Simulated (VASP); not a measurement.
GaN:

```
Ga N
1.0
     2.97090    0.00000    0.00000
    -1.48545    2.57288    0.00000
     0.00000    0.00000    9.70297
Ga N
4 4
Direct
  0.00000 0.00000 0.00000
  0.33333 0.66667 0.25000
  0.00000 0.00000 0.50000
  0.66667 0.33333 0.75000
  0.00000 0.00000 0.18750
  0.33333 0.66667 0.43750
  0.00000 0.00000 0.68750
  0.66667 0.33333 0.93750
```

| Property | Result |
| --- | --- |
| Program | VASP 6.6.1 |
| Task | relaxation of cell and atoms |
| Functional | PBE |
| Potentials or basis | VASP PAW PBE potentials, release 64 (Ga_d, N) |
| Cutoff | 600 eV |
| k mesh | 12 × 12 × 4 |
| Occupations | fermi-dirac, width 0.02 eV |
| Spin | no spin polarisation |

At the start: pressure 68.0 GPa; volume 9.27 Å³/atom.

**Question.** Where does the relaxation end?

**Answer.** Over 12 steps the energy falls by 428.7 meV/atom and the volume is 11.76 Å³/atom (+26.9 %); space group P6_3mc (No. 186, to 0.1 Å) before and after.

The path:
| step | energy change (eV) | largest force (eV/Å) | pressure (GPa) | volume (Å³) |
| --- | --- | --- | --- | --- |
| 1 | 0.0000 | 0.0468 | 68.04 | 74.17 |
| 2 | -0.1525 | 0.0375 | -26.50 | 124.96 |
| 3 | -3.4232 | 0.0417 | -1.94 | 95.20 |
| 4 | -3.4293 | 0.0419 | -0.55 | 94.40 |
| 5 | -3.4296 | 0.0419 | 0.24 | 93.96 |
| 6 | -3.4298 | 0.0109 | 0.28 | 93.96 |
| 7 | -3.4298 | 0.0162 | 0.28 | 93.96 |
| 8 | -3.4299 | 0.0011 | -0.29 | 94.14 |
| 9 | -3.4299 | 0.0091 | 0.15 | 94.10 |
| 10 | -3.4299 | 0.0045 | -0.05 | 94.11 |
| 11 | -3.4299 | 0.0085 | -0.01 | 94.11 |
| 12 | -3.4299 | 0.0006 | 0.04 | 94.11 |

Final structure:
```yaml
crystal:
  lattice:
    - [3.21736, 0.00000, 0.00000]
    - [-1.60868, 2.78631, 0.00000]
    - [0.00000, 0.00000, 10.49762]
  atoms:
    - { symbol: Ga, position: [0.00000, 0.00000, 0.99965] }
    - { symbol: Ga, position: [0.33333, 0.66667, 0.24994] }
    - { symbol: Ga, position: [0.00000, 0.00000, 0.49965] }
    - { symbol: Ga, position: [0.66667, 0.33333, 0.74994] }
    - { symbol: N, position: [0.00000, 0.00000, 0.18762] }
    - { symbol: N, position: [0.33333, 0.66667, 0.43778] }
    - { symbol: N, position: [0.00000, 0.00000, 0.68762] }
    - { symbol: N, position: [0.66667, 0.33333, 0.93778] }
```

Caveat: the volume moved by over 15 % at a fixed basis, so the end points are rough.
